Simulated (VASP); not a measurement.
LiF, 12 atoms in the cell. The typed cell holds 12 atoms: a = 4.853 Å, b = 5.435 Å, c = 5.594 Å, α = 89.98°, β = 90.00°, γ = 116.52°. 

```yaml
Program: VASP 6.6.1
Task: single point
Functional: PBE
Potentials_or_basis: VASP PAW PBE potentials, release 64 (Li_sv, F)
Cutoff: 520 eV
k_mesh: 4 × 4 × 4
Occupations: gaussian, width 0.1 eV
Spin: no spin polarisation
Dipole_correction: no
Further_INCAR_settings: ALGO = Normal; EDIFF = 1e-06; NBANDS = 42
```

Potentials or basis: VASP PAW PBE potentials, release 64 (Li_sv, F).

Command:

```bash
$ cat potpaw_PBE.64/Li_sv/POTCAR potpaw_PBE.64/F/POTCAR > POTCAR
$ mpirun -np 1 vasp_std > vasp.out
```

Hardware: 1 thread of Intel(R) Xeon(R) 6975P-C (Granite Rapids) (shared host).

**Question.** How long does it take, and how much memory?

**Answer.** Wall time 79 s on 1 thread of Intel(R) Xeon(R) 6975P-C (Granite Rapids), with other jobs on the host, peak memory 0.3 GiB. Counts: scf iterations 15, k points 36.
